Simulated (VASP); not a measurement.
Write the native input for VASP 6.6.1 that does the following.

- Task: single point
- Functional: r2SCAN
- Potentials or basis: VASP PAW PBE potentials, release 64 (S, Te, Sr_sv)
- Cutoff: 520 eV
- k mesh: 6 × 6 × 6
- Occupations: gaussian, width 0.01 eV
- Spin: no spin polarisation
- Dipole correction: no
- Further INCAR settings: ALGO = Normal; EDIFF = 1e-06; NBANDS = 24

The system is Sr2TeS.

```xyz
4
Lattice="2.2465 1.2970 7.4009 -2.2465 1.2970 7.4009 0.0000 -2.5941 7.4009" Properties=species:S:1:pos:R:3 pbc="T T T"
S     2.2465    1.2970    7.4009
Te    0.0000    0.0000   11.1014
Sr    0.0000    0.0000    5.7235
Sr    0.0000    0.0000   16.4793
```

These files were run (other wordings do the same):

POSCAR

```
Sr2TeS
1.0
    2.2465289737      1.2970341077      7.4009441662
   -2.2465289737      1.2970341077      7.4009441662
    0.0000000000     -2.5940682154      7.4009441662
S Te Sr
1 1 2
Direct
    1.0000000000      0.0000000000      0.0000000000
    0.5000000000      0.5000000000      0.5000000000
    0.2577830251      0.2577830251      0.2577830251
    0.7422169749      0.7422169749      0.7422169749
```

INCAR.step1

```
PREC     = Accurate       # precision mode
ENCUT    = 520            # plane-wave cutoff, eV
ISMEAR   = 0              # smearing method
SIGMA    = 0.01           # smearing width, eV
LREAL    = False          # projectors in reciprocal space
LASPH    = True           # aspherical terms in the spheres
NELM     = 100            # most SCF steps
NBANDS   = 24             # bands
GGA      = PE             # functional
ALGO     = Normal         # electronic algorithm
EDIFF    = 1E-4           # SCF threshold, eV
LWAVE    = True           # write WAVECAR
LCHARG   = False          # write CHGCAR
```

INCAR.step2

```
PREC     = Accurate       # precision mode
ENCUT    = 520            # plane-wave cutoff, eV
EDIFF    = 1E-6           # SCF threshold, eV
ISMEAR   = 0              # smearing method
SIGMA    = 0.01           # smearing width, eV
LREAL    = False          # projectors in reciprocal space
LASPH    = True           # aspherical terms in the spheres
NELM     = 100            # most SCF steps
ALGO     = Normal         # electronic algorithm
ISIF     = 2              # what is computed and relaxed
LWAVE    = False          # write WAVECAR
LCHARG   = True           # write CHGCAR
METAGGA  = R2SCAN         # meta-GGA
LMIXTAU  = True         
LELF     = True           # ELF
LVHAR    = True         
NBANDS   = 24             # bands
ISTART   = 1
```

KPOINTS

```
Automatic mesh
0
Gamma
  6 6 6
```

Potentials or basis: VASP PAW PBE potentials, release 64 (S, Te, Sr_sv).

The run is started by

```sh
$ cat potpaw_PBE.64/S/POTCAR potpaw_PBE.64/Te/POTCAR potpaw_PBE.64/Sr_sv/POTCAR > POTCAR
$ cp INCAR.step1 INCAR
$ mpirun -np 1 vasp_std > vasp.out
$ cp INCAR.step2 INCAR
$ mpirun -np 1 vasp_std > vasp.out
```

Results of the run:

| Property | Result |
| --- | --- |
| Pressure | 0.1 GPa |
| Largest force | 0.005 eV/Å |
| Band gap on the k mesh | 2.05 eV (least direct gap 2.68 eV) |

Caveat: the PAW data sets were made with another functional, which shifts forces and pressure a little; spin-orbit coupling is left out, which moves the levels of the heavy elements.

Run time: 10 min on 1 thread of Intel(R) Xeon(R) Platinum 8488C (Sapphire Rapids) (shared host), peak memory 0.59 GiB.
